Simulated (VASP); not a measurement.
# SiAgBr6 (Fm-3m) in VASP: relaxation of cell and atoms with PBE

Aim: the relaxation of cell and atoms of SiAgBr6 with PBE.

Everything below comes from runs of VASP 6.6.1. Logs are shortened: lines on timing, memory, paths and dates and some standing lists are left out, and cuts for length are marked.

### 1 The cell of the first run

It takes space group Fm-3m (No. 225, cubic). Conventional cell: a = 10.200 Å, b = 10.200 Å, c = 10.200 Å, α = 90.00°, β = 90.00°, γ = 90.00°. Si (site symmetry m-3m) has 6 Br at 2.52 Å within 3.3 Å. Within 3.4 Å of Ag (site symmetry m-3m) lie 6 Br at 2.58 Å. Br (site symmetry 4mm) has 1 Si at 2.52 Å and 1 Ag at 2.58 Å within 3.3 Å.

### 2 Relaxation of cell and atoms, PBE

The input, INCAR:

```
SYSTEM = SiAgBr6
  PREC = Accurate
  ENCUT = 630
  EDIFF = 1E-7
  ISMEAR = 0
  SIGMA = 0.1
  LREAL = .FALSE.
  LASPH = .TRUE.
  NELM = 120
  ALGO = Normal
  ISIF = 3
  LWAVE = .FALSE.
  LCHARG = .FALSE.
  GGA = PE
  IBRION = 2
  NSW = 90
  EDIFFG = -0.04
  GGA_COMPAT = .FALSE.
  NELMIN = 4
```

The input, KPOINTS:

```
regular mesh
0
G
  4 4 4
  0 0 0
```

The input, POSCAR:

```
SiAgBr6
1.0
    0.0000000000      5.1000000000      5.1000000000
    5.1000000000      0.0000000000      5.1000000000
    5.1000000000      5.1000000000      0.0000000000
Si Ag Br
1 1 6
Direct
    0.5000000000      0.5000000000      0.5000000000
    0.0000000000      0.0000000000      0.0000000000
    0.7470879700      0.2529120300      0.2529120300
    0.2529120300      0.7470879700      0.2529120300
    0.2529120300      0.2529120300      0.7470879700
    0.2529120300      0.7470879700      0.7470879700
    0.7470879700      0.2529120300      0.7470879700
    0.7470879700      0.7470879700      0.2529120300
```

Potentials or basis: VASP PAW PBE potentials, release 64 (Si, Ag_sv_GW, Br).

Launch:

```bash
> cat potpaw_PBE.64/Si/POTCAR potpaw_PBE.64/Ag_sv_GW/POTCAR potpaw_PBE.64/Br/POTCAR > POTCAR
> mpirun -np 1 vasp_std > vasp.out
```

OUTCAR:

```text
SYSTEM = SiAgBr6
   PREC = Accurate
   ENCUT = 630
   EDIFF = 1E-7
   ISMEAR = 0
   LREAL = .FALSE.
   LASPH = .TRUE.
   NELM = 120
   ISIF = 3
   GGA = PE
   IBRION = 2
   NSW = 90
   EDIFFG = -0.04
   NELMIN = 4

 ion  position               nearest neighbor table
   1  0.500  0.500  0.500-   3 2.52   4 2.52   5 2.52   6 2.52   7 2.52   8 2.52
   2  0.000  0.000  0.000-   3 2.58   4 2.58   5 2.58   6 2.58   7 2.58   8 2.58
   3  0.747  0.253  0.253-   1 2.52   2 2.58
   4  0.253  0.747  0.253-   1 2.52   2 2.58
   5  0.253  0.253  0.747-   1 2.52   2 2.58
   6  0.253  0.747  0.747-   1 2.52   2 2.58
   7  0.747  0.253  0.747-   1 2.52   2 2.58
   8  0.747  0.747  0.253-   1 2.52   2 2.58

  LATTYP: Found a face centered cubic cell.
 ALAT       =    10.2000000000

  Lattice vectors:

 A1 = (   0.0000000000,   5.1000000000,   5.1000000000)
 A2 = (   5.1000000000,   0.0000000000,   5.1000000000)
 A3 = (   5.1000000000,   5.1000000000,   0.0000000000)

Analysis of symmetry for initial positions (statically):
=====================================================================
 Subroutine PRICEL returns:
 Original cell was already a primitive cell.

 Routine SETGRP: Setting up the symmetry group for a
 face centered cubic supercell.

 Subroutine GETGRP returns: Found 48 space group operations
 (whereof 48 operations were pure point group operations)
 out of a pool of 48 trial point group operations.

The static configuration has the point symmetry O_h .

Analysis of symmetry for dynamics (positions and initial velocities):
=====================================================================
 Subroutine PRICEL returns:
 Original cell was already a primitive cell.

 Routine SETGRP: Setting up the symmetry group for a
 face centered cubic supercell.

 Subroutine GETGRP returns: Found 48 space group operations
 (whereof 48 operations were pure point group operations)
 out of a pool of 48 trial point group operations.

The dynamic configuration has the point symmetry O_h .

 Subroutine INISYM returns: Found 48 space group operations
 (whereof 48 operations are pure point group operations),
 and found     1 'primitive' translations

----------------------------------------------------------------------------------------

                                     Primitive cell

  volume of cell :     265.3020

  direct lattice vectors                    reciprocal lattice vectors
     0.000000000  5.100000000  5.100000000    -0.098039216  0.098039216  0.098039216
     5.100000000  0.000000000  5.100000000     0.098039216 -0.098039216  0.098039216
     5.100000000  5.100000000  0.000000000     0.098039216  0.098039216 -0.098039216

  length of vectors
     7.212489168  7.212489168  7.212489168     0.169808903  0.169808903  0.169808903

  position of ions in fractional coordinates (direct lattice)
     0.500000000  0.500000000  0.500000000
     0.000000000  0.000000000  0.000000000
     0.747087970  0.252912030  0.252912030
     0.252912030  0.747087970  0.252912030
     0.252912030  0.252912030  0.747087970
     0.252912030  0.747087970  0.747087970
     0.747087970  0.252912030  0.747087970
     0.747087970  0.747087970  0.252912030

  ion indices of the primitive-cell ions
   primitive index   ion index
                 1           1
                 2           2
                 3           3
                 4           4
                 5           5
                 6           6
                 7           7
                 8           8

----------------------------------------------------------------------------------------

 KPOINTS: regular mesh

Automatic generation of k-mesh.
 Grid dimensions read from file:
 generate k-points for:    4    4    4

 Generating k-lattice:

  Cartesian coordinates                     Fractional coordinates (reciprocal lattice)
    -0.024509804  0.024509804  0.024509804     0.250000000  0.000000000  0.000000000
     0.024509804 -0.024509804  0.024509804     0.000000000  0.250000000  0.000000000
     0.024509804  0.024509804 -0.024509804     0.000000000  0.000000000  0.250000000

  Length of vectors
     0.042452226  0.042452226  0.042452226

  Shift w.r.t. Gamma in fractional coordinates (k-lattice)
     0.000000000  0.000000000  0.000000000

 Subroutine IBZKPT returns following result:
 ===========================================

 Found      8 irreducible k-points:

 Following reciprocal coordinates:
            Coordinates               Weight
  0.000000  0.000000  0.000000      1.000000
  0.250000  0.000000  0.000000      8.000000
  0.500000  0.000000  0.000000      4.000000
  0.250000  0.250000  0.000000      6.000000
  0.500000  0.250000  0.000000     24.000000
 -0.250000  0.250000  0.000000     12.000000
  0.500000  0.500000  0.000000      3.000000
 -0.250000  0.500000  0.250000      6.000000
   k-points           NKPTS =      8   k-points in BZ     NKDIM =      8   number of bands    NBANDS=     39
   number of dos      NEDOS =    301   number of ions     NIONS =      8
   total plane-waves  NPLWV = 216000
   dimension x,y,z NGX =    60 NGY =   60 NGZ =   60
   dimension x,y,z NGXF=   120 NGYF=  120 NGZF=  120
   ions per type =               1   1   6
   NGX,Y,Z   is equivalent  to a cutoff of  13.83, 13.83, 13.83 a.u.
   NGXF,Y,Z  is equivalent  to a cutoff of  27.66, 27.66, 27.66 a.u.
 SYSTEM =  SiAgBr6
   PREC   = accura    normal or accurate (medium, high low for compatibility)
   ISTART =      0    job   : 0-new  1-cont  2-samecut
   ICHARG =      2    charge: 1-file 2-atom 10-const
   ISPIN  =      1    spin polarized calculation?
   LNONCOLLINEAR =      F non collinear calculations
   LSORBIT =      F    spin-orbit coupling
   LASPH  =      T    aspherical Exc in radial PAW
   ENCUT  =  630.0 eV  46.30 Ry    6.80 a.u.  14.76 14.76 14.76*2*pi/ulx,y,z
   NELM   =    120;   NELMIN=  4; NELMDL= -5     # of ELM steps
   EDIFF  = 0.1E-06   stopping-criterion for ELM
   LREAL  =      F    real-space projection
   EDIFFG = -.4E-01   stopping-criterion for IOM
   NSW    =     90    number of steps for IOM
   IBRION =      2    ionic relax: 0-MD 1-quasi-New 2-CG
   NFREE  =      1    steps in history (QN), initial steepest desc. (CG)
   ISIF   =      3    stress and relaxation
   ISYM   =      2    0-nonsym 1-usesym 2-fastsym
   POTIM  = 0.5000    time-step for ionic-motion
   TEBEG  =    0.0;   TEEND  =   0.0 temperature during run
   PSTRESS=    0.0 pullay stress
   NELECT =      65.0000    total number of electrons
   NUPDOWN=      -1.0000    fix difference up-down
   EMIN   =  10.00;   EMAX   =-10.00  energy-range for DOS
   EFERMI =   0.00;   METHOD = LEGACY
   ISMEAR =     0;   SIGMA  =   0.10  broadening in eV -4-tet -1-fermi 0-gaus
   EFERMI_NEDOS =   21; number of points for ismear=-14 and -15
   IALGO  =     38    algorithm
   IMIX   =      4    mixing-type and parameters
     AMIX     =   0.40;   BMIX     =  1.00
     AMIX_MAG =   1.60;   BMIX_MAG =  1.00
  volume/ion in A,a.u.               =      33.16       223.79
  Fermi-wavevector in a.u.,A,eV,Ry     =   1.024391  1.935818 14.277641  1.049377
  Thomas-Fermi vector in A             =   2.158176
   LORBIT       =      0    0 simple, 1 ext, 2 COOP (PROOUT), +10 PAW based schemes
   GGA     = PE    functional components
   LHFCALC =     F    Hartree Fock is set to
   AEXX    =    0.0000 exact exchange contribution
   IVDW    =     0    specifies the selected vdW correction
   LEPSILON=     F    determine dielectric tensor
   LRPA    =     F    only Hartree local field effects (RPA)
 conjugate gradient relaxation of ions
 non-spin polarized calculation
 Gauss-broadening in eV      SIGMA  =   0.10
  energy-cutoff  :      630.00
  volume of cell :      265.30
 maximum number of plane-waves:      9558
   NGX = 29   NGY = 29   NGZ = 29

--------------------------------------- Ionic step        1  -------------------------------------------

 number of electron      64.9999989 magnetization

 Free energy of the ion-electron system (eV)
  ---------------------------------------------------
  ext. energy  EPLUGINS =         0.00000000
  ---------------------------------------------------
  free energy    TOTEN  =       -17.33650962 eV

  energy without entropy =      -17.28672681  energy(sigma->0) =      -17.31161822

------------------------ aborting loop because EDIFF is reached ----------------------------------------

  FORCE on cell =-STRESS in cart. coord.  units (eV):
  Direction    XX          YY          ZZ          XY          YZ          ZX
  --------------------------------------------------------------------------------------
  -------------------------------------------------------------------------------------
  Total        2.4224698      2.4224698      2.4224698      0.0000000      0.0000000     -0.0000000
  in kB       14.6294645     14.6294645     14.6294645      0.0000000      0.0000000     -0.0000000
  external PRESSURE =      14.6294645 kB  Pullay stress =       0.0000000 kB
[... 237 lines left out ...]
  energy  without entropy=      -17.9849572381  energy(sigma->0) =      -18.01028686

--------------------------------------- Ionic step        7  -------------------------------------------

 number of electron      65.0000013 magnetization

 Free energy of the ion-electron system (eV)
  ---------------------------------------------------
  ext. energy  EPLUGINS =         0.00000000
  ---------------------------------------------------
  free energy    TOTEN  =       -18.04218070 eV

  energy without entropy =      -17.99140050  energy(sigma->0) =      -18.01679060

 E-fermi :  -1.0003     XC(G=0):  -7.2420

 val. band max:       -1.0169171519   @ k =   0.5000   0.2500   0.0000
 cond. band min:      -0.9866782291   @ k =   0.2500   0.0000   0.0000
 fundamental gap:      0.0302389227
 Fermi energy:        -1.0002662432

 k-point     1 :       0.0000    0.0000    0.0000
  band No.  band energies     occupation
      1     -91.0929      2.00000
      2     -54.6100      2.00000
      3     -54.6100      2.00000
      4     -54.6100      2.00000
      5     -15.7195      2.00000
      6     -14.7259      2.00000
[... 360 lines left out ...]
  FREE ENERGIE OF THE ION-ELECTRON SYSTEM (eV)
  ---------------------------------------------------
  free  energy   TOTEN  =       -18.0421807006 eV

  energy  without entropy=      -17.9914005032  energy(sigma->0) =      -18.01679060

 reached required accuracy - stopping structural energy minimisation
```

Wall time 17 min (1 thread of Intel Xeon Platinum 8259CL at 2.50GHz (Skylake/Cascade Lake), shared host); peak memory 0.62 GiB.

Results:

| Quantity | Value |
| --- | --- |
| Free energy | -18.0422 eV |
| Relaxed volume | 36.39 Å³/atom |
| Relaxed cell | a = 7.440 Å, b = 7.440 Å, c = 7.440 Å, α = 60.00°, β = 60.00°, γ = 60.00° |
| Space group after relaxing (to 0.1 Å) | Fm-3m (No. 225) |
| Energy gained by relaxing | 88.2 meV/atom |
| Ionic steps | 7 |
| Pressure after relaxing | -0.1 GPa |
| Largest force after relaxing | 0.032 eV/Å |
| Band gap on the k mesh | zero (an odd number of electrons rules out a gap without spin polarisation) |

Forces on the atoms (eV/Å):
```
Si   0.000  0.000  0.000
Ag   0.000  0.000  0.000
Br  -0.032  0.000  0.000
Br   0.000 -0.032  0.000
Br   0.000  0.000 -0.032
Br   0.032  0.000  0.000
Br   0.000  0.032  0.000
Br   0.000  0.000  0.032
```

The path:
```
step  energy change (eV)  largest force (eV/Å)  pressure (GPa)  volume (Å³)
   1              0.0000                1.3114            1.46       265.30
   2             -0.4473                0.7990            0.05       277.10
   3             -0.6544                0.3892           -0.65       289.69
   4             -0.6825                0.2173           -0.78       295.58
   5             -0.6841                0.1741           -0.80       297.14
   6             -0.6991                0.1553            0.38       287.98
   7             -0.7057                0.0321           -0.06       291.16
```

Final structure:
```cif
data_structure
_symmetry_space_group_name_H-M 'P 1'
_symmetry_Int_Tables_number 1
_cell_length_a 7.4396
_cell_length_b 7.4396
_cell_length_c 7.4396
_cell_angle_alpha 60.000
_cell_angle_beta 60.000
_cell_angle_gamma 60.000
_cell_volume 291.16
loop_
_atom_site_label
_atom_site_type_symbol
_atom_site_fract_x
_atom_site_fract_y
_atom_site_fract_z
_atom_site_occupancy
Si1 Si 0.50000 0.50000 0.50000 1
Ag1 Ag 0.00000 0.00000 0.00000 1
Br1 Br 0.72986 0.27014 0.27014 1
Br2 Br 0.27014 0.72986 0.27014 1
Br3 Br 0.27014 0.27014 0.72986 1
Br4 Br 0.27014 0.72986 0.72986 1
Br5 Br 0.72986 0.27014 0.72986 1
Br6 Br 0.72986 0.72986 0.27014 1
```

Caveat: an odd number of electrons without spin polarisation forces a metal; a magnetic or distorted state may lie lower.

The gap in the log of VASP goes by the Fermi energy; the results here count the filled bands.